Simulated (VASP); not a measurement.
Input of a VASP 6.6.1 run:

Contents of INCAR:

```
SYSTEM = In2Ga3As3
PREC = Accurate ; ENCUT = 600
EDIFF = 1E-6 ; ISMEAR = 0
SIGMA = 0.1 ; LREAL = .False.
LASPH = .True. ; NELM = 100
ALGO = Fast ; ISIF = 3
LWAVE = .False. ; LCHARG = .False.
GGA = PE ; IBRION = 2
NSW = 100 ; EDIFFG = -0.01
```

The input KPOINTS:

```
Automatic mesh
0
Gamma
  12 12 2
  0 0 0
```

File POSCAR:

```
In2Ga3As3
1.0
    4.0058351737      0.0000000000      0.0000000000
   -2.0029175869      3.4691550238      0.0000000000
    0.0000000000      0.0000000000     15.0026079339
In Ga As
2 3 3
Direct
    0.3333333333      0.6666666667      0.8778392404
    0.0000000000      0.0000000000      0.7206296084
    0.3333333333      0.6666666667      0.2576347429
    0.0000000000      0.0000000000      0.0236119597
    0.6666666667      0.3333333333      0.4793751561
    0.3333333333      0.6666666667      0.0903426306
    0.6666666667      0.3333333333      0.3132532732
    0.0000000000      0.0000000000      0.5363133887
```

Potentials or basis: VASP PAW PBE potentials, release 64 (In_d, Ga_d, As).

Launch:

```sh
$ cat potpaw_PBE.64/In_d/POTCAR potpaw_PBE.64/Ga_d/POTCAR potpaw_PBE.64/As/POTCAR > POTCAR
$ mpirun -np 1 vasp_std > vasp.out
```

(1) What does it give for the space group after relaxing (to 0.1 Å)?

(2) Estimate the relaxed cell.

(3) Estimate the relaxed volume.

Results:

(1) P3m1 (No. 156).

(2) a = 3.997 Å, b = 3.997 Å, c = 15.053 Å, α = 90.00°, β = 90.00°, γ = 120.00°.

(3) 26.04 Å³/atom.
